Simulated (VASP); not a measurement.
Set up this calculation in VASP 6.6.1, as the native input.

```yaml
Task: single point
Functional: PBEsol
Potentials_or_basis: VASP PAW PBE potentials, release 64 (Hf_pv)
Cutoff: 520 eV
k_mesh: 16 × 16 × 16
Occupations: fermi-dirac, width 0.08 eV
Spin: no spin polarisation
Dipole_correction: no
Further_INCAR_settings: ALGO = Normal; EDIFF = 1e-07; NBANDS = 11
```

The structure of Hf lies in POSCAR:

```
Hf
1.0
   -1.8287527239      1.8287527239      1.8287527239
    1.8287527239     -1.8287527239      1.8287527239
    1.8287527239      1.8287527239     -1.8287527239
Hf
1
Direct
    0.0000000000      0.0000000000      0.0000000000
```

This cell differs from its parent crystal: volume scaled by 1.04.

These files were run (other wordings do the same):

INCAR

```
SYSTEM = Hf
PREC = Accurate ; ENCUT = 520
EDIFF = 1E-7 ; ISMEAR = -1
SIGMA = 0.08 ; LREAL = .False.
LASPH = .True. ; NELM = 60
ALGO = Normal ; ISIF = 2
LWAVE = .False. ; LCHARG = .True.
GGA = PS ; LELF = .True.
LVHAR = .True. ; NBANDS = 11
```

KPOINTS

```
Automatic mesh
0
Gamma
  16 16 16
  0 0 0
```

Potentials or basis: VASP PAW PBE potentials, release 64 (Hf_pv).

The run is started by

```bash
$ cat potpaw_PBE.64/Hf_pv/POTCAR > POTCAR
$ mpirun -np 1 vasp_std > vasp.out
```

Results of the run:

The pressure is -11.9 GPa and the band gap on the k mesh is zero (band 5 reaches 5.27 eV, above the bottom of band 6 at 3.15 eV).

Caveat: the PAW data sets were made with another functional, which shifts forces and pressure a little; spin-orbit coupling is left out, which moves the levels of the heavy elements.

Run time: 13 s on 1 thread of Intel(R) Xeon(R) 6975P-C (Granite Rapids), with other jobs on the host, peak memory 0.16 GiB.
